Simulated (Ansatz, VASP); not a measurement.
## C: VASP beside Ansatz

```
CELL_PARAMETERS angstrom
2.46841 2.46845 -2.48755
-2.46840 2.46840 2.48753
2.46846 -2.46843 2.48761
ATOMIC_POSITIONS crystal
C 0.50000 0.58892 0.41109
C 0.32217 0.16108 0.16110
C 0.67782 0.83892 0.83891
C 0.50000 0.91109 0.08892
C 0.00002 0.16109 0.83891
C 0.17783 0.58891 0.08891
C 0.82218 0.91108 0.41108
C 0.99999 0.83890 0.16108
```

Change from the starting cell: cell x1, atoms moved at random (sigma 0.15 Å) and cell strained at random (1.5 %), then relaxed without symmetry.

Alike in both runs: functional PBE; k mesh 4 × 4 × 4; occupations gaussian, width 0.1 eV; no spin polarisation.

Ansatz relaxed the structure, and its values are those at the end. VASP's run is a single point on that final structure, the one shown.

|  | VASP | Ansatz |
| --- | --- | --- |
| version | VASP 6.6.1 | Ansatz 0.2.0 |
| potentials or method | VASP PAW PBE potentials, release 64 (C), cutoff 520 eV | scalar-relativistic, plane waves, PAW |
| valence electrons in the cell | 32 | 32 |

VASP gave:

```
gap on the k mesh at the Fermi level (eV) : 3.27
least direct gap on the mesh (eV)         : 3.52
pressure (GPa)                            : 0.5
rms of the force components (eV/Å)        : 0.013
```

Question: Estimate Ansatz's values.

Answer: gap on the k mesh at the Fermi level (eV): 3.28; least direct gap on the mesh (eV): 3.53; pressure (GPa): 0.0; rms of the force components (eV/Å): 0.001.

With one functional, cell and mesh, what is left measures potentials, basis and numerics.

The k mesh is coarse, so the values compare programs but aren't converged.
